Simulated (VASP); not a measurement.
# ErB (Pm-3m) in VASP: further runs, part 2 of 2

VASP 6.6.1. The steps go on from the part before.

## (3) Relaxation of cell and atoms, PBE

This run uses another cell than the first one, of 17.22 Å³/atom.

The input, INCAR:

```
SYSTEM = ErB
PREC = Accurate
ENCUT = 600
EDIFF = 1E-6
ISMEAR = 0
SIGMA = 0.1
LREAL = .FALSE.
LASPH = .TRUE.
NELM = 60
ALGO = Normal
ISIF = 3
LWAVE = .FALSE.
LCHARG = .FALSE.
GGA = PE
IBRION = 2
NSW = 90
EDIFFG = -0.04
```

The input, KPOINTS:

```
regular mesh
0
G
  6 6 6
  0 0 0
```

The input, POSCAR:

```
ErB
1.0
    3.2533673500      0.0000000000      0.0000000000
    0.0000000000      3.2533673500      0.0000000000
    0.0000000000      0.0000000000      3.2533673500
Er B
1 1
Direct
    0.5000000000      0.5000000000      0.5000000000
    0.0000000000      0.0000000000      0.0000000000
```

Potentials or basis: VASP PAW PBE potentials, release 64 (Er, B).

Launch:

```console
> cat potpaw_PBE.64/Er/POTCAR potpaw_PBE.64/B/POTCAR > POTCAR
> mpirun -np 1 vasp_std > vasp.out
```

OUTCAR:

```text
SYSTEM = ErB
   PREC = Accurate
   ENCUT = 600
   EDIFF = 1E-6
   ISMEAR = 0
   LREAL = .FALSE.
   LASPH = .TRUE.
   NELM = 60
   ISIF = 3
   GGA = PE
   IBRION = 2
   NSW = 90
   EDIFFG = -0.04

 ion  position               nearest neighbor table
   1  0.500  0.500  0.500-   2 2.82   2 2.82   2 2.82   2 2.82   2 2.82   2 2.82   2 2.82   2 2.82

   2  0.000  0.000  0.000-   1 2.82   1 2.82   1 2.82   1 2.82   1 2.82   1 2.82   1 2.82   1 2.82

  LATTYP: Found a simple cubic cell.
 ALAT       =     3.2533673500

  Lattice vectors:

 A1 = (   3.2533673500,   0.0000000000,   0.0000000000)
 A2 = (   0.0000000000,   3.2533673500,   0.0000000000)
[... 176 lines left out ...]

  FORCE on cell =-STRESS in cart. coord.  units (eV):
  Direction    XX          YY          ZZ          XY          YZ          ZX
  --------------------------------------------------------------------------------------
  -------------------------------------------------------------------------------------
  Total       -1.4521065     -1.4521065     -1.4521065      0.0000000     -0.0000000      0.0000000
  in kB      -67.5631279    -67.5631279    -67.5631279      0.0000000     -0.0000000      0.0000000
  external PRESSURE =     -67.5631279 kB  Pullay stress =       0.0000000 kB
[... 59 lines left out ...]
--------------------------------------- Ionic step        3  -------------------------------------------

 number of electron      24.9999997 magnetization

 Free energy of the ion-electron system (eV)
  ---------------------------------------------------
  ext. energy  EPLUGINS =         0.00000000
  ---------------------------------------------------
  free energy    TOTEN  =       -10.10179399 eV

  energy without entropy =      -10.00789331  energy(sigma->0) =      -10.05484365

 E-fermi :   3.6603     XC(G=0): -11.6312

 val. band max:        3.6527069112   @ k =   0.5000   0.3333   0.0000
 cond. band min:       3.6608590325   @ k =   0.1667   0.0000   0.0000
 fundamental gap:      0.0081521213
 Fermi energy:         3.6603185732

 k-point     1 :       0.0000    0.0000    0.0000
  band No.  band energies     occupation
      1     -44.1546      2.00000
      2     -18.0565      2.00000
      3     -18.0565      2.00000
      4     -18.0565      2.00000
      5      -5.1536      2.00000
      6       3.3616      1.99998
[... 398 lines left out ...]
  FREE ENERGIE OF THE ION-ELECTRON SYSTEM (eV)
  ---------------------------------------------------
  free  energy   TOTEN  =       -10.1017939929 eV

  energy  without entropy=      -10.0078933090  energy(sigma->0) =      -10.05484365

 reached required accuracy - stopping structural energy minimisation
```

OSZICAR:

```text
N       E                     dE             d eps       ncg     rms          rms(c)
DAV:   1     0.132467061931E+03    0.13247E+03   -0.10563E+04   904   0.979E+03
[... 82 lines left out ...]
DAV:  14    -0.101017608914E+02    0.60865E-03   -0.16629E-03  1240   0.115E+00    0.117E+00
DAV:  15    -0.101017880214E+02   -0.27130E-04   -0.55713E-04  1216   0.322E-01    0.411E-01
DAV:  16    -0.101017899890E+02   -0.19677E-05   -0.45642E-05  1064   0.142E-01    0.413E-01
DAV:  17    -0.101017874543E+02    0.25347E-05   -0.12369E-05   888   0.128E-01    0.141E-01
DAV:  18    -0.101017886057E+02   -0.11514E-05   -0.86204E-06   848   0.119E-01    0.886E-02
DAV:  19    -0.101017936518E+02   -0.50462E-05   -0.32831E-05  1240   0.157E-01    0.207E-01
DAV:  20    -0.101017939929E+02   -0.34104E-06   -0.28326E-06   680   0.280E-02
   3 F= -.10101794E+02 E0= -.10054844E+02  d E =-.753290E-01
```

CONTCAR:

```text
ErB
   1.00000000000000
     3.1490998569162931    0.0000000000000000    0.0000000000000000
     0.0000000000000000    3.1490998569162931    0.0000000000000000
    -0.0000000000000000   -0.0000000000000000    3.1490998569162931
  Er              B
     1     1
Direct
     0.5000000000000000    0.5000000000000000    0.5000000000000000
     0.0000000000000000    0.0000000000000000    0.0000000000000000

  0.00000000E+00  0.00000000E+00  0.00000000E+00
  0.00000000E+00  0.00000000E+00  0.00000000E+00
```

Run time: 3.5 min. Hardware: 1 thread of Intel Xeon 8259CL, shared host; peak memory 0.17 GiB.

What came out:

| Quantity | Value |
| --- | --- |
| Free energy | -10.1018 eV |
| Relaxed volume | 15.61 Å³/atom |
| Relaxed cell | a = 3.149 Å, b = 3.149 Å, c = 3.149 Å, α = 90.00°, β = 90.00°, γ = 90.00° |
| Space group after relaxing (to 0.1 Å) | Pm-3m (No. 221) |
| Energy gained by relaxing | 37.7 meV/atom |
| Ionic steps | 3 |
| Pressure after relaxing | 0.0 GPa |
| Band gap on the k mesh | zero (an odd number of electrons rules out a gap without spin polarisation) |

The path:
| step | energy change (eV) | largest force (eV/Å) | pressure (GPa) | volume (Å³) |
| --- | --- | --- | --- | --- |
| 1 | 0.0000 | 0.0000 | -6.76 | 34.43 |
| 2 | -0.0750 | 0.0000 | 0.89 | 30.94 |
| 3 | -0.0753 | 0.0000 | -0.02 | 31.23 |

Final structure:
```
CELL_PARAMETERS angstrom
3.14910 0.00000 0.00000
0.00000 3.14910 0.00000
0.00000 0.00000 3.14910
ATOMIC_POSITIONS crystal
Er 0.50000 0.50000 0.50000
B 0.00000 0.00000 0.00000
```

Levels at points of the mesh, in eV from the Fermi level:
| k point | band 10 | band 11 | band 12 | band 13 | band 14 | band 15 | band 16 |
| --- | --- | --- | --- | --- | --- | --- | --- |
| (0.00, 0.00, 0.00) | -0.21 | -0.21 | -0.18 | 0.48 | 0.48 | 3.05 | 3.05 |
| (0.50, 0.00, 0.00) | -0.18 | -0.18 | -0.02 | -0.02 | 0.99 | 0.99 | 1.79 |
| (0.50, 0.50, 0.00) | -0.18 | -0.05 | 0.00 | 0.26 | 0.26 | 1.09 | 3.92 |
| (0.50, 0.50, 0.50) | -0.18 | -0.18 | -0.07 | -0.07 | -0.07 | 0.25 | 9.10 |

Caveat: spin-orbit coupling is left out, which moves the levels of the heavy elements; semilocal functionals describe open f shells poorly, which spoils levels, moments and volumes.
